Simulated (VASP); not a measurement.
Pt: single point with PBE

Pt, a slab with vacuum:

```xyz
5
Lattice="2.8085 0.0000 0.0000 0.0000 3.9719 0.0000 0.0000 0.0000 21.6171" Properties=species:S:1:pos:R:3 pbc="T T T"
Pt    0.0000    0.0000    8.0000
Pt    1.4043    1.9859    9.4043
Pt    0.0000    0.0000   10.8086
Pt    1.4043    1.9859   12.2128
Pt    0.0000    0.0000   13.6171
```

```yaml
Program: VASP 6.6.1
Task: single point
Functional: PBE
Potentials_or_basis: VASP PAW PBE potentials, release 64 (Pt)
Cutoff: 520 eV
k_mesh: 14 × 10 × 1
Occupations: fermi-dirac, width 0.1 eV
Spin: no spin polarisation
Dipole_correction: yes
k_mesh_for_the_DOS: 21 × 15 × 1
Occupations_for_the_DOS: tetrahedron
Further_INCAR_settings: ALGO = Normal; EDIFF = 1e-06
```

| Quantity | Value |
| --- | --- |
| Valence electrons inside the program's atomic spheres | Pt 8.99, 9.10, 9.18 (each value once) |

Levels at points of the mesh, in eV from the Fermi level:
```
           k point  band 22  band 23  band 24  band 25  band 26  band 27  band 28  band 29  band 30
(0.00, 0.00, 0.00)    -0.90    -0.68    -0.28    -0.09    -0.07    -0.06     0.41     1.83     3.66
```

It took 7.2 min on 1 thread of Intel(R) Xeon(R) 6975P-C (Granite Rapids), with other jobs on the host, peak memory 0.63 GiB.

Caveat: spin-orbit coupling is left out, which moves the levels of the heavy elements.
